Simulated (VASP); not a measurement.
## AlN: single point with r2SCAN

The system is AlN.

```xyz
4
Lattice="3.0135 0.0000 0.0000 -1.5067 2.6098 0.0000 0.0000 0.0000 4.8292" Properties=species:S:1:pos:R:3 pbc="T T T"
Al    1.5067    0.8699    2.4095
Al    0.0000    1.7398    4.8241
N     1.5067    0.8699    4.2549
N     0.0000    1.7398    1.8403
```

This cell differs from its parent crystal: equal strain along all axes, cell held: -3.0 %, then relaxed in part.

```yaml
Program: VASP 6.6.1
Task: single point
Functional: r2SCAN
Potentials_or_basis: VASP PAW PBE potentials, release 64 (Al, N)
Cutoff: 520 eV
k_mesh: 12 × 12 × 6
Occupations: gaussian, width 0.02 eV
Spin: no spin polarisation
```

The pressure is 22.7 GPa and the band gap on the k mesh is 5.74 eV, indirect (least direct gap 5.78 eV).

Stress tensor (GPa, compression positive):
```
23.42  0.00  0.00
 0.00 23.42  0.00
 0.00  0.00 21.19
```

Levels at points of the mesh, in eV from the valence-band top:
```csv
k point,band 6,band 7,band 8,band 9,band 10,band 11
"(0.00, 0.00, 0.00)",-0.26,-0.26,0.00,5.78,8.39,12.43
"(0.50, 0.00, 0.00)",-2.27,-1.90,-0.74,6.66,6.91,9.89
"(0.00, 0.00, 0.50)",-0.61,-0.61,-0.61,8.12,8.12,12.12
"(0.50, 0.00, 0.50)",-1.59,-1.48,-1.48,6.33,6.33,10.73
```

Run time: 2.8 min on 1 thread of Intel(R) Xeon(R) Platinum 8488C (Sapphire Rapids), on a shared host, peak memory 0.18 GiB.

Caveat: the cell differs from its parent crystal (equal strain along all axes, cell held: -3.0 %, then relaxed in part); the PAW data sets were made with another functional, which shifts forces and pressure a little. A k mesh can miss the band edges.
